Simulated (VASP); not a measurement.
Here is a VASP 6.6.1 calculation.

File INCAR:

```
SYSTEM = HPt6
PREC = Accurate
ENCUT = 520
EDIFF = 1E-6
ISMEAR = 0
SIGMA = 0.1
LREAL = .False.
LASPH = .True.
NELM = 60
ALGO = Normal
ISIF = 2
LWAVE = .False.
LCHARG = .True.
LDIPOL = .True.
IDIPOL = 3
DIPOL = 0.5 0.5 0.291
GGA = PE
LELF = .True.
LVHAR = .True.
LVACPOTAV = .True.
NBANDS = 74
```

File KPOINTS:

```
regular mesh
0
Gamma
  5 5 1
  0 0 0
```

File POSCAR:

```
HPt6
1.0
    5.6143281343      0.0000000000      0.0000000000
    0.0000000000      5.6143281343      0.0000000000
    0.0000000000      0.0000000000     21.8513792319
Pt H
12 2
Direct
    0.2500000000      0.2500000000      0.1830548066
    0.2500000000      0.7500000000      0.1830548066
    0.7500000000      0.2500000000      0.1830548066
    0.7500000000      0.7500000000      0.1830548066
    0.0000000000      0.0000000000      0.2712126041
    0.0000000000      0.5000000000      0.2712126041
    0.5000000000      0.0000000000      0.2712126041
    0.5000000000      0.5000000000      0.2712126041
    0.2500000000      0.2500000000      0.3593081768
    0.2500000000      0.7500000000      0.3593081768
    0.7500000000      0.2500000000      0.3593081768
    0.7500000000      0.7500000000      0.3593081768
   -0.1990442976      0.0000000000      0.4091906116
    0.1990442976      0.0000000000      0.4091906116
```

Potentials or basis: VASP PAW PBE potentials, release 64 (Pt, H).

Command:

```console
$ cat potpaw_PBE.64/Pt/POTCAR potpaw_PBE.64/H/POTCAR > POTCAR
$ mpirun -np 1 vasp_std > vasp.out
```

Question: What does it give for the band gap on the k mesh?

Answer: Zero (band 61 reaches -0.83 eV, above the bottom of band 62 at -1.27 eV).

Question: Estimate the largest force.

Answer: 0.541 eV/Å.

Forces in eV/Å, atoms in the order of the input:
```
Pt  -0.017  0.064 -0.063
Pt  -0.017 -0.064 -0.063
Pt   0.017  0.064 -0.063
Pt   0.017 -0.064 -0.063
Pt   0.000  0.000 -0.541
Pt   0.000  0.000 -0.160
Pt   0.000  0.000 -0.451
Pt   0.000  0.000  0.107
Pt  -0.056  0.043  0.509
Pt  -0.056 -0.043  0.509
Pt   0.056  0.043  0.509
Pt   0.056 -0.043  0.509
H   -0.369  0.000 -0.369
H    0.369  0.000 -0.369
```

Caveat: spin-orbit coupling is left out, which moves the levels of the heavy elements.
